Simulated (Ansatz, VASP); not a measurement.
**One calculation of Sb, two programs**

```
Sb
1.0
     2.16470    1.24979    3.82741
    -2.16470    1.24979    3.82741
     0.00000   -2.49958    3.82741
Sb
2
Cartesian
  0.0000 0.0000 2.6583
  0.0000 0.0000 8.8239
```

Alike in both runs: task single point; functional LDA; k mesh 8 × 8 × 8; occupations fermi-dirac, width 0.02 eV; no spin polarisation.

|  | VASP | Ansatz |
| --- | --- | --- |
| version | VASP 6.6.1 | Ansatz 0.2.0 |
| potentials or method | VASP PAW LDA potentials, release 64 (Sb_d_GW) | plane waves, PAW |
| plane-wave cutoff (eV) | 500 | 420 |
| valence electrons in the cell | 30 | 30 |

Ansatz gave:

| Property | Result |
| --- | --- |
| pressure (GPa) | -2.0 |
| traceless stress, the component that is largest in VASP (GPa) | -0.27 |
| rms of the force components (eV/Å) | 0.037 |

Question: Estimate VASP's values.

Answer: Pressure (GPa): -1.9; traceless stress, the component that is largest in VASP (GPa): -0.30; rms of the force components (eV/Å): 0.043.

LDA's correlation is that of Perdew and Zunger in VASP and of Perdew and Wang (1992) in Ansatz. Atom by atom the forces differ by 0.006 eV/Å (rms over components).

Neither program's run includes spin-orbit coupling.
